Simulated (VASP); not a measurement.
Write the native input for VASP 6.6.1 that does the following.

* Task: single point
* Functional: PBE
* Potentials or basis: VASP PAW PBE potentials, release 64 (La, B)
* Cutoff: 520 eV
* k mesh: 10 × 10 × 10
* Occupations: gaussian, width 0.05 eV
* Spin: no spin polarisation
* Dipole correction: no
* Further INCAR settings: ALGO = Normal; EDIFF = 1e-06; NBANDS = 14

The structure of LaB lies in POSCAR:

```
LaB
1.0
    0.0000000000      2.7828100412      2.7828100412
    2.7828100412      0.0000000000      2.7828100412
    2.7828100412      2.7828100412      0.0000000000
La B
1 1
Direct
    0.5000000000      0.5000000000      0.5000000000
    0.0000000000      0.0000000000      0.0000000000
```

One way to write it, as run:

INCAR

```
PREC = Accurate
ENCUT = 520
EDIFF = 1E-6
ISMEAR = 0
SIGMA = 0.05
LREAL = False
LASPH = True
NELM = 100
ALGO = Normal
ISIF = 2
LWAVE = False
LCHARG = False
GGA = PE
NBANDS = 14
```

KPOINTS

```
Automatic mesh
0
Gamma
  10 10 10
```

Potentials or basis: VASP PAW PBE potentials, release 64 (La, B).

Command:

```console
$ cat potpaw_PBE.64/La/POTCAR potpaw_PBE.64/B/POTCAR > POTCAR
$ mpirun -np 1 vasp_std > vasp.out
```

It gave:

```yaml
Pressure: 3.6 GPa
Band_gap_on_the_k_mesh: zero (bands 7 and 8 overlap by 2.05 eV)
```

Caveat: the cell stands under pressure; spin-orbit coupling is left out, which moves the levels of the heavy elements.

Run time: 36 s on 1 thread of AMD EPYC 7R13 Processor (Zen 3), on a shared host, peak memory 0.17 GiB.
